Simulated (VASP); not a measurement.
# Si (a cell with a defect) in VASP: notebook

The runs below take Si (a cell with a defect) through single point, with PBEsol.

Program: VASP 6.6.1. These are calculated values, not measurements. Logs are shortened: lines on timing, memory, paths and dates and some standing lists are left out, and cuts for length are marked.

## Step 1: The cell of the first run

The cell holds a defect, 17 atoms: a = 7.679 Å, b = 7.679 Å, c = 7.679 Å, α = 60.00°, β = 60.00°, γ = 60.00°.

## Step 2: Single point, PBEsol

Contents of INCAR:

```
ALGO = Normal
EDIFF = 1E-6
ENCUT = 520
GGA = PS
ISIF = 2
ISMEAR = -1
LASPH = T
LCHARG = T
LELF = T
LREAL = Auto
LVHAR = T
LWAVE = F
NBANDS = 48
NELM = 60
PREC = Accurate
SIGMA = 0.02
```

Contents of KPOINTS:

```
k-points
0
Gamma
  2 2 2
```

Contents of POSCAR:

```
Si
1.0
    0.0000000000      5.4300000000      5.4300000000
    5.4300000000      0.0000000000      5.4300000000
    5.4300000000      5.4300000000      0.0000000000
Si
17
Direct
   -0.0041342541     -0.0034627993     -0.0031073665
    0.1374942910      0.1381874770      0.0864948435
    0.0137381215      0.0144528545      0.4577311234
    0.1174035912      0.1180358195      0.6181750460
   -0.0041419890      0.5110670350     -0.0031014733
    0.1187176796      0.6245517495      0.1325392265
   -0.0125309392      0.5042261510      0.5044316759
    0.1173820442      0.6467592081      0.6181794659
    0.5103792818     -0.0034511050     -0.0031240331
    0.6238725599      0.1193955801      0.1325296501
    0.5035590239     -0.0118687845      0.5044266114
    0.6460456722      0.1180651934      0.6181591160
    0.4922677716      0.4929478821      0.0221930018
    0.6238686004      0.6245588398      0.1325325046
    0.5035568140      0.5042341621      0.5044273481
    0.6168298343      0.6174976059      0.6485261510
    0.2676666667      0.2684112339      0.6959016575
```

Potentials or basis: VASP PAW PBE potentials, release 64 (Si).

Command:

```console
cat potpaw_PBE.64/Si/POTCAR > POTCAR
mpirun -np 1 vasp_std > vasp.out
```

OUTCAR:

```text
EDIFF = 1E-6
   ENCUT = 520
   GGA = PS
   ISIF = 2
   ISMEAR = -1
   LASPH = T
   LREAL = Auto
   NELM = 60
   PREC = Accurate

 ion  position               nearest neighbor table
   1  0.996  0.997  0.997-   6 2.33  10 2.33   2 2.35   4 2.38  17 2.96
   2  0.137  0.138  0.086-   3 2.33   5 2.35   1 2.35   9 2.35  17 2.45
   3  0.014  0.014  0.458-  12 2.32   4 2.32   8 2.32   2 2.33
   4  0.117  0.118  0.618-   3 2.32   1 2.38  17 2.39  11 2.42   7 2.42
   5  0.996  0.511  0.997-   6 2.33  14 2.33   2 2.35   8 2.38  17 2.96
   6  0.119  0.625  0.133-   7 2.33   5 2.33   1 2.33  13 2.34
   7  0.987  0.504  0.504-  16 2.33   6 2.33   4 2.42   8 2.42  17 2.58
   8  0.117  0.647  0.618-   3 2.32   5 2.38  17 2.39  15 2.42   7 2.42
   9  0.510  0.997  0.997-  14 2.33  10 2.33   2 2.35  12 2.38  17 2.96
  10  0.624  0.119  0.133-  11 2.33   1 2.33   9 2.33  13 2.34
  11  0.504  0.988  0.504-  16 2.33  10 2.33  12 2.42   4 2.42  17 2.58
  12  0.646  0.118  0.618-   3 2.32   9 2.38  17 2.39  11 2.42  15 2.42
  13  0.492  0.493  0.022-  16 2.34   6 2.34  14 2.34  10 2.34
  14  0.624  0.625  0.133-  15 2.33   5 2.33   9 2.33  13 2.34
  15  0.504  0.504  0.504-  16 2.33  14 2.33  12 2.42   8 2.42  17 2.58
  16  0.617  0.617  0.649-  11 2.33  15 2.33   7 2.33  13 2.34
  17  0.268  0.268  0.696-   8 2.39   4 2.39  12 2.39   2 2.45   7 2.58  15 2.58  11 2.58   5 2.96
                             1 2.96   9 2.96

  LATTYP: Found a face centered cubic cell.
 ALAT       =    10.8600000000

  Lattice vectors:

 A1 = (   0.0000000000,   5.4300000000,   5.4300000000)
 A2 = (   5.4300000000,   0.0000000000,   5.4300000000)
 A3 = (   5.4300000000,   5.4300000000,   0.0000000000)

Analysis of symmetry for initial positions (statically):
=====================================================================
 Subroutine PRICEL returns:
 Original cell was already a primitive cell.

 Routine SETGRP: Setting up the symmetry group for a
 face centered cubic supercell.

 Subroutine GETGRP returns: Found  1 space group operations
 (whereof  1 operations were pure point group operations)
 out of a pool of 48 trial point group operations.

The static configuration has the point symmetry C_1 .

Analysis of symmetry for dynamics (positions and initial velocities):
=====================================================================
 Subroutine PRICEL returns:
 Original cell was already a primitive cell.

 Routine SETGRP: Setting up the symmetry group for a
 face centered cubic supercell.

 Subroutine GETGRP returns: Found  1 space group operations
 (whereof  1 operations were pure point group operations)
 out of a pool of 48 trial point group operations.

The dynamic configuration has the point symmetry C_1 .

 Subroutine INISYM returns: Found  1 space group operations
 (whereof  1 operations are pure point group operations),
 and found     1 'primitive' translations

----------------------------------------------------------------------------------------

                                     Primitive cell

  volume of cell :     320.2060

  direct lattice vectors                    reciprocal lattice vectors
     0.000000000  5.430000000  5.430000000    -0.092081031  0.092081031  0.092081031
     5.430000000  0.000000000  5.430000000     0.092081031 -0.092081031  0.092081031
     5.430000000  5.430000000  0.000000000     0.092081031  0.092081031 -0.092081031

  length of vectors
     7.679179644  7.679179644  7.679179644     0.159489025  0.159489025  0.159489025

  position of ions in fractional coordinates (direct lattice)
     0.995865746  0.996537201  0.996892634
     0.137494291  0.138187477  0.086494843
     0.013738121  0.014452855  0.457731123
     0.117403591  0.118035820  0.618175046
     0.995858011  0.511067035  0.996898527
     0.118717680  0.624551750  0.132539227
[... 9 lines left out ...]
     0.616829834  0.617497606  0.648526151
     0.267666667  0.268411234  0.695901658

  ion indices of the primitive-cell ions
   primitive index   ion index
                 1           1
                 2           2
                 3           3
                 4           4
                 5           5
                 6           6
[... 9 lines left out ...]
                16          16
                17          17

----------------------------------------------------------------------------------------

 KPOINTS: k-points

Automatic generation of k-mesh.
 Grid dimensions read from file:
 generate k-points for:    2    2    2

 Generating k-lattice:

  Cartesian coordinates                     Fractional coordinates (reciprocal lattice)
    -0.046040516  0.046040516  0.046040516     0.500000000  0.000000000  0.000000000
     0.046040516 -0.046040516  0.046040516     0.000000000  0.500000000  0.000000000
     0.046040516  0.046040516 -0.046040516     0.000000000  0.000000000  0.500000000

  Length of vectors
     0.079744512  0.079744512  0.079744512

  Shift w.r.t. Gamma in fractional coordinates (k-lattice)
     0.000000000  0.000000000  0.000000000

 Subroutine IBZKPT returns following result:
 ===========================================

 Found      8 irreducible k-points:

 Following reciprocal coordinates:
            Coordinates               Weight
  0.000000  0.000000  0.000000      1.000000
  0.500000  0.000000  0.000000      1.000000
  0.000000  0.500000  0.000000      1.000000
  0.000000  0.000000  0.500000      1.000000
  0.500000  0.500000  0.500000      1.000000
  0.500000  0.500000  0.000000      1.000000
  0.000000  0.500000  0.500000      1.000000
  0.500000  0.000000  0.500000      1.000000
   k-points           NKPTS =      8   k-points in BZ     NKDIM =      8   number of bands    NBANDS=     48
   number of dos      NEDOS =    301   number of ions     NIONS =     17
   total plane-waves  NPLWV = 216000
   dimension x,y,z NGX =    60 NGY =   60 NGZ =   60
   dimension x,y,z NGXF=   120 NGYF=  120 NGZF=  120
   ions per type =              17
   NGX,Y,Z   is equivalent  to a cutoff of  12.99, 12.99, 12.99 a.u.
   NGXF,Y,Z  is equivalent  to a cutoff of  25.98, 25.98, 25.98 a.u.
 SYSTEM =  unknown system
   PREC   = accura    normal or accurate (medium, high low for compatibility)
   ISTART =      0    job   : 0-new  1-cont  2-samecut
   ICHARG =      2    charge: 1-file 2-atom 10-const
   ISPIN  =      1    spin polarized calculation?
   LNONCOLLINEAR =      F non collinear calculations
   LSORBIT =      F    spin-orbit coupling
   LASPH  =      T    aspherical Exc in radial PAW
   ENCUT  =  520.0 eV  38.22 Ry    6.18 a.u.  14.28 14.28 14.28*2*pi/ulx,y,z
   NELM   =     60;   NELMIN=  2; NELMDL= -5     # of ELM steps
   EDIFF  = 0.1E-05   stopping-criterion for ELM
   LREAL  =      T    real-space projection
   EDIFFG = 0.1E-04   stopping-criterion for IOM
   NSW    =      0    number of steps for IOM
   IBRION =     -1    ionic relax: 0-MD 1-quasi-New 2-CG
   NFREE  =      0    steps in history (QN), initial steepest desc. (CG)
   ISIF   =      2    stress and relaxation
   ISYM   =      2    0-nonsym 1-usesym 2-fastsym
   POTIM  = 0.5000    time-step for ionic-motion
   TEBEG  =    0.0;   TEEND  =   0.0 temperature during run
   PSTRESS=    0.0 pullay stress
   NELECT =      68.0000    total number of electrons
   NUPDOWN=      -1.0000    fix difference up-down
   EMIN   =  10.00;   EMAX   =-10.00  energy-range for DOS
   EFERMI =   0.00;   METHOD = LEGACY
   ISMEAR =    -1;   SIGMA  =   0.02  broadening in eV -4-tet -1-fermi 0-gaus
   EFERMI_NEDOS =   21; number of points for ismear=-14 and -15
   IALGO  =     38    algorithm
   IMIX   =      4    mixing-type and parameters
     AMIX     =   0.40;   BMIX     =  1.00
     AMIX_MAG =   1.60;   BMIX_MAG =  1.00
  volume/ion in A,a.u.               =      18.84       127.11
  Fermi-wavevector in a.u.,A,eV,Ry     =   0.976715  1.845724 12.979587  0.953973
  Thomas-Fermi vector in A             =   2.107356
   LORBIT       =      0    0 simple, 1 ext, 2 COOP (PROOUT), +10 PAW based schemes
   GGA     = PS    functional components
   LHFCALC =     F    Hartree Fock is set to
   AEXX    =    0.0000 exact exchange contribution
   IVDW    =     0    specifies the selected vdW correction
   LEPSILON=     F    determine dielectric tensor
   LRPA    =     F    only Hartree local field effects (RPA)
 non-spin polarized calculation
  energy-cutoff  :      520.00
  volume of cell :      320.21
 maximum number of plane-waves:      8646
 NGX is ok and might be reduce to    60
   NGX = 29   NGY = 29   NGZ = 29

 number of electron      68.0000000 magnetization

 Free energy of the ion-electron system (eV)
  ---------------------------------------------------
  ext. energy  EPLUGINS =         0.00000000
  ---------------------------------------------------
  free energy    TOTEN  =       -93.81389979 eV

  energy without entropy =      -93.80310251  energy(sigma->0) =      -93.80850115

 E-fermi :   6.7675     XC(G=0):  -9.8127

 val. band max:        6.6412786963   @ k =   0.0000   0.0000   0.0000
 cond. band min:       6.7829627497   @ k =   0.0000   0.5000   0.5000
 fundamental gap:      0.1416840534
 Fermi energy:         6.7675215953

 k-point     1 :       0.0000    0.0000    0.0000
  band No.  band energies     occupation
      1      -6.3641      2.00000
      2      -3.8736      2.00000
      3      -3.6831      2.00000
      4      -3.6831      2.00000
      5      -3.5771      2.00000
      6      -2.8150      2.00000
[... 38 lines left out ...]
     45       8.1265      0.00000
     46       8.8381      0.00000

 k-point     2 :       0.5000    0.0000    0.0000
  band No.  band energies     occupation
      1      -5.9447      2.00000
      2      -5.0313      2.00000
      3      -3.6490      2.00000
      4      -3.5018      2.00000
      5      -3.3704      2.00000
      6      -3.0191      2.00000
[... 38 lines left out ...]
     45       9.6832      0.00000
     46       9.7843      0.00000

 k-point     3 :       0.0000    0.5000    0.0000
  band No.  band energies     occupation
      1      -5.9447      2.00000
      2      -5.0313      2.00000
      3      -3.6490      2.00000
      4      -3.5018      2.00000
      5      -3.3705      2.00000
      6      -3.0191      2.00000
[... 38 lines left out ...]
     45       9.6831      0.00000
     46       9.7842      0.00000

 k-point     4 :       0.0000    0.0000    0.5000
  band No.  band energies     occupation
      1      -5.9756      2.00000
      2      -4.9663      2.00000
      3      -3.5735      2.00000
      4      -3.4847      2.00000
      5      -3.4846      2.00000
      6      -3.0210      2.00000
[... 38 lines left out ...]
     45       9.7614      0.00000
     46       9.9068      0.00000

 k-point     5 :       0.5000    0.5000    0.5000
  band No.  band energies     occupation
      1      -5.9447      2.00000
      2      -5.0313      2.00000
      3      -3.6490      2.00000
      4      -3.5018      2.00000
      5      -3.3704      2.00000
      6      -3.0191      2.00000
[... 38 lines left out ...]
     45       9.6832      0.00000
     46       9.7843      0.00000

 k-point     6 :       0.5000    0.5000    0.0000
  band No.  band energies     occupation
      1      -5.8167      2.00000
      2      -4.7760      2.00000
      3      -4.0627      2.00000
      4      -3.9363      2.00000
      5      -3.8980      2.00000
      6      -3.6856      2.00000
[... 38 lines left out ...]
     45      10.0376      0.00000
     46      10.2321      0.00000

 k-point     7 :       0.0000    0.5000    0.5000
  band No.  band energies     occupation
      1      -5.8167      2.00000
      2      -4.7760      2.00000
      3      -4.0627      2.00000
      4      -3.9363      2.00000
      5      -3.8980      2.00000
      6      -3.6856      2.00000
[... 38 lines left out ...]
     45      10.0375      0.00000
     46      10.2322      0.00000

 k-point     8 :       0.5000    0.0000    0.5000
  band No.  band energies     occupation
      1      -5.8167      2.00000
      2      -4.7759      2.00000
      3      -4.0627      2.00000
      4      -3.9363      2.00000
      5      -3.8980      2.00000
      6      -3.6856      2.00000
[... 38 lines left out ...]
     45      10.0378      0.00000
     46      10.2321      0.00000
 [bands above 46 left out]

------------------------ aborting loop because EDIFF is reached ----------------------------------------

  FORCE on cell =-STRESS in cart. coord.  units (eV):
  Direction    XX          YY          ZZ          XY          YZ          ZX
  --------------------------------------------------------------------------------------
  -------------------------------------------------------------------------------------
  Total        6.3111888      6.3141455      6.3110236     -0.4992784      0.4958111      0.5002263
  in kB       31.5785564     31.5933502     31.5777298     -2.4981807      2.4808319      2.5029238
  external PRESSURE =      31.5832121 kB  Pullay stress =       0.0000000 kB

 VOLUME and BASIS-vectors are now :
 -----------------------------------------------------------------------------
  energy-cutoff  :      520.00
  volume of cell :      320.21
      direct lattice vectors                 reciprocal lattice vectors
     0.000000000  5.430000000  5.430000000    -0.092081031  0.092081031  0.092081031
     5.430000000  0.000000000  5.430000000     0.092081031 -0.092081031  0.092081031
     5.430000000  5.430000000  0.000000000     0.092081031  0.092081031 -0.092081031

 POSITION                                       TOTAL-FORCE (eV/Angst)
 -----------------------------------------------------------------------------------
     10.82432     10.82068     10.81875         0.004309      0.003994      0.033223
      1.22003      1.21626      1.49695         0.089321      0.088698     -0.088672
      2.56396      2.56008      0.15308         0.061964      0.060540     -0.061161
      3.99762      3.99419      1.27844         0.013264      0.013607      0.090883
      8.18825     10.82067      8.18260        -0.033749      0.004445     -0.004249
      4.11100      1.36433      4.03595        -0.021260     -0.024140      0.021732
[... 9 lines left out ...]
      6.87451      6.87088      6.70240        -0.040951     -0.040629      0.040727
      5.23622      5.23218      2.91090         0.158823      0.160293     -0.159309
 -----------------------------------------------------------------------------------
    total drift:                                0.004292     -0.000411     -0.002800

  FREE ENERGIE OF THE ION-ELECTRON SYSTEM (eV)
  ---------------------------------------------------
  free  energy   TOTEN  =       -93.8138997854 eV

  energy  without entropy=      -93.8031025084  energy(sigma->0) =      -93.80850115
```

Run time: 6.7 min. Hardware: 1 thread of Intel Xeon 8259CL, shared host; peak memory 0.47 GiB.

What came out:

```
Free energy            : -93.8139 eV
Pressure               : 3.2 GPa
Largest force          : 0.276 eV/Å
Band gap on the k mesh : zero (bands 34 and 35 overlap by 0.14 eV)
```

Forces on the atoms (eV/Å):
```
Si   0.004  0.004  0.033
Si   0.089  0.089 -0.089
Si   0.062  0.061 -0.061
Si   0.013  0.014  0.091
Si  -0.034  0.004 -0.004
Si  -0.021 -0.024  0.022
Si  -0.025 -0.025  0.023
Si  -0.092  0.013 -0.013
Si   0.004 -0.033 -0.004
Si  -0.025 -0.022  0.022
Si  -0.022 -0.024  0.025
Si   0.014 -0.091 -0.015
Si  -0.040 -0.041  0.041
Si  -0.022 -0.022  0.024
Si  -0.024 -0.023  0.024
Si  -0.041 -0.041  0.041
Si   0.159  0.160 -0.159
```

Stress tensor (GPa, compression positive):
```
 3.16 -0.25  0.25
-0.25  3.16  0.25
 0.25  0.25  3.16
```

Caveat: the k points lie up to 0.50 Å⁻¹ apart; the PAW data sets were made with another functional, which shifts forces and pressure a little.

## Step 3: Single point, PBEsol

Contents of INCAR:

```
SYSTEM = Si
PREC = Accurate ; ENCUT = 520
EDIFF = 1E-6 ; ISMEAR = -1
SIGMA = 0.02 ; LREAL = Auto
LASPH = .True. ; NELM = 80
ALGO = Normal ; ISIF = 2
LWAVE = .False. ; LCHARG = .False.
GGA = PS ; NBANDS = 48
```

Contents of KPOINTS:

```
Automatic mesh
0
Gamma
  2 2 2
  0 0 0
```

Contents of POSCAR:

```
Si
1.0
    0.0000000000      5.4300000000      5.4300000000
    5.4300000000      0.0000000000      5.4300000000
    5.4300000000      5.4300000000      0.0000000000
Si
17
Direct
   -0.0068568140     -0.0062825967     -0.0042818600
    0.1506584715      0.1512325046      0.0472520258
    0.0233343462      0.0239415285      0.4291706262
    0.1069338858      0.1074828729      0.6215670350
   -0.0068569982      0.5177973297     -0.0042853591
    0.1174451197      0.6226257827      0.1376736648
   -0.0132255064      0.5018232965      0.5099546041
    0.1069221915      0.6644078269      0.6215698895
    0.5172203499     -0.0062833333     -0.0042816759
    0.6220498158      0.1180197974      0.1376802026
    0.5012363720     -0.0126466851      0.5099645488
    0.6637889503      0.1075108656      0.6215607735
    0.4884239411      0.4890009208      0.0339488029
    0.6220528545      0.6226235727      0.1376784530
    0.5012409761      0.5018262431      0.5099612339
    0.6128302026      0.6134086556      0.6607325967
    0.2901743094      0.2908122468      0.6286043278
```

Potentials or basis: VASP PAW PBE potentials, release 64 (Si).

Command:

```console
cat potpaw_PBE.64/Si/POTCAR > POTCAR
mpirun -np 1 vasp_std > vasp.out
```

Wall time 6.8 min (1 thread of Intel Xeon 8259CL, shared host); peak memory 0.47 GiB.

Results (log left out):

- Free energy: -93.6685 eV
- Pressure: 2.4 GPa
- Largest force: 0.076 eV/Å
- Band gap on the k mesh: zero (bands 34 and 35 overlap by 0.05 eV)

Forces on the atoms (eV/Å):
```
Si   0.001  0.001 -0.001
Si  -0.022 -0.021  0.021
Si   0.001  0.002 -0.001
Si  -0.015 -0.015  0.004
Si   0.001  0.001 -0.001
Si  -0.005  0.014  0.005
Si   0.006  0.017 -0.006
Si  -0.003 -0.015  0.015
Si   0.001  0.000 -0.001
Si   0.013 -0.004  0.004
Si   0.018  0.006 -0.006
Si  -0.015 -0.004  0.015
Si  -0.016 -0.015  0.016
Si  -0.004 -0.004 -0.014
Si   0.006  0.006 -0.017
Si  -0.010 -0.012  0.011
Si   0.043  0.044 -0.043
```

Stress tensor (GPa, compression positive):
```
 2.44 -0.49  0.49
-0.49  2.44  0.49
 0.49  0.49  2.44
```

Levels at points of the mesh, in eV from the Fermi level:
| k point | band 32 | band 33 | band 34 | band 35 | band 36 | band 37 |
| --- | --- | --- | --- | --- | --- | --- |
| (0.00, 0.00, 0.00) | -0.63 | -0.63 | -0.42 | -0.05 | -0.05 | 0.26 |
| (0.50, 0.00, 0.00) | -1.27 | -0.80 | -0.16 | 0.23 | 0.69 | 0.92 |
| (0.00, 0.50, 0.00) | -1.27 | -0.80 | -0.16 | 0.23 | 0.69 | 0.92 |
| (0.00, 0.00, 0.50) | -1.21 | -1.21 | -0.23 | 0.38 | 0.38 | 1.20 |
| (0.50, 0.50, 0.50) | -1.27 | -0.80 | -0.16 | 0.23 | 0.69 | 0.92 |
| (0.50, 0.50, 0.00) | -1.62 | -0.70 | 0.01 | 0.42 | 1.32 | 1.50 |
| (0.00, 0.50, 0.50) | -1.62 | -0.70 | 0.01 | 0.42 | 1.32 | 1.50 |
| (0.50, 0.00, 0.50) | -1.62 | -0.70 | 0.01 | 0.42 | 1.32 | 1.50 |

Caveat: the k points lie up to 0.50 Å⁻¹ apart; the PAW data sets were made with another functional, which shifts forces and pressure a little.

(Continued in part 2 of 2.)

The gap in the log of VASP goes by the Fermi energy; the results here count the filled bands.